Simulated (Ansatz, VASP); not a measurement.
**One calculation of MnS, two programs**

The input POSCAR:

```
MnS
1.0
    0.0000000000      2.7899753951     -2.7899753951
    0.0000000000      2.7899753951      2.7899753951
    5.4710633736      0.0000000000      0.0000000000
Mn S
2 2
Direct
    0.0000000000      0.0000000000      0.0000000000
    0.5000000000      0.5000000000      0.5000000000
    0.0000000000      0.5000000000      0.2499999987
    0.5000000000      1.0000000000      0.7500000013
```

The input INCAR.step1:

```
  PREC = Accurate
  ENCUT = 550
  ISMEAR = 0
  SIGMA = 0.05
  LREAL = F
  LASPH = T
  NELM = 200
  ISPIN = 2
  MAGMOM = 4.54 -4.54 0 0
  LMAXMIX = 4
  NBANDS = 31
  GGA = PE
  ALGO = Normal
  EDIFF = 1E-5
  LWAVE = T
  LCHARG = F
  GGA_COMPAT = F
```

Contents of INCAR.step2:

```
  PREC = Accurate
  ENCUT = 550
  EDIFF = 1E-6
  ISMEAR = 0
  SIGMA = 0.05
  LREAL = F
  LASPH = T
  NELM = 200
  ALGO = Normal
  ISIF = 2
  LWAVE = F
  LCHARG = F
  ISPIN = 2
  MAGMOM = 4.54 -4.54 0 0
  LORBIT = 11
  LMAXMIX = 4
  METAGGA = R2SCAN
  LMIXTAU = T
  NBANDS = 31
  ISTART = 1
  GGA_COMPAT = F
```

KPOINTS

```
Automatic mesh
0
Gamma
  6 6 4
```

Input for Ansatz:

```yaml
crystal:
  lattice:
    - [0.0, 2.7899753951, -2.7899753951]
    - [0.0, 2.7899753951, 2.7899753951]
    - [5.4710633736, 0.0, 0.0]
  atoms:
    - { symbol: Mn, position: [0.0, 0.0, 0.0], spin: 4.54 }
    - { symbol: S, position: [0.0, 0.5, 0.2499999987] }
    - { symbol: Mn, position: [0.5, 0.5, 0.5], spin: -4.54 }
    - { symbol: S, position: [0.5, 1.0, 0.7500000013] }
basis:
  ecutwfc: 500
  ecutrho_ratio: 4
kpoints:
  mp_grid: { grid: [6, 6, 4] }
  band_path:
    path:
      - [[0.0, 0.0, 0.0], [0.5, 0.5, 0.0], [0.5, 0.5, 0.5], [0.5, 0.0, 0.5], [0.0, 0.0, 0.0], [0.0, 0.0, 1.0], [0.23994976, 0.0, 1.0]]
      - [[0.76005024, 0.0, 0.0], [0.0, 0.0, 0.0]]
      - [[0.5, 0.5, 0.0], [0.76005024, 0.23994976, 0.0]]
      - [[0.23994976, 0.23994976, 1.0], [0.0, 0.0, 1.0]]
    npoints: 14
hamiltonian:
  xc: r2scan
scf:
  occupations: { method: gaussian, width: 0.05 }
  n_extra_bands: 21
output:
  forces: true
  stress: true
  eigenvalues: true
  populations: true
  dos: { projected: true, de: 0.02, nscf_kmesh: { grid: [9, 9, 6] } }
  bader: true
magnetization:
  spin_polarized: true
checkpoint:
  read: start.run
  write: ck
  compress: false
  write_wavefunctions: false
  write_every: 100000
```

Alike in both runs: task single point; functional r2SCAN; k mesh 6 × 6 × 4; occupations gaussian, width 0.05 eV; collinear spin.

|  | VASP | Ansatz |
| --- | --- | --- |
| version | VASP 6.6.1 | Ansatz 0.2.0 |
| potentials or method | VASP PAW PBE potentials, release 64 (Mn_pv, S), cutoff 550 eV | scalar-relativistic, plane waves, PAW |
| valence electrons in the cell | 38 | 42 |

Ansatz gave:

* gap on the k mesh at the Fermi level (eV): 2.15
* least direct gap on the mesh (eV): 2.63
* pressure (GPa): 0.0
* net moment per atom (μB): 0.00
* size of the moment on the site where the two differ most (μB): 4.13

**Question.** Estimate VASP's values.

**Answer.** gap on the k mesh at the Fermi level (eV): 2.14; least direct gap on the mesh (eV): 2.63; pressure (GPa): 0.0; net moment per atom (μB): 0.00; size of the moment on the site where the two differ most (μB): 4.28.

VASP's potentials were made for PBE, not for r2SCAN. Site moments also hang on the region over which each program counts them. VASP's potentials hold 38 valence electrons a cell and Ansatz's 42, so a difference there can come from the potentials and not from the codes. Ansatz's warnings: stability check not made.
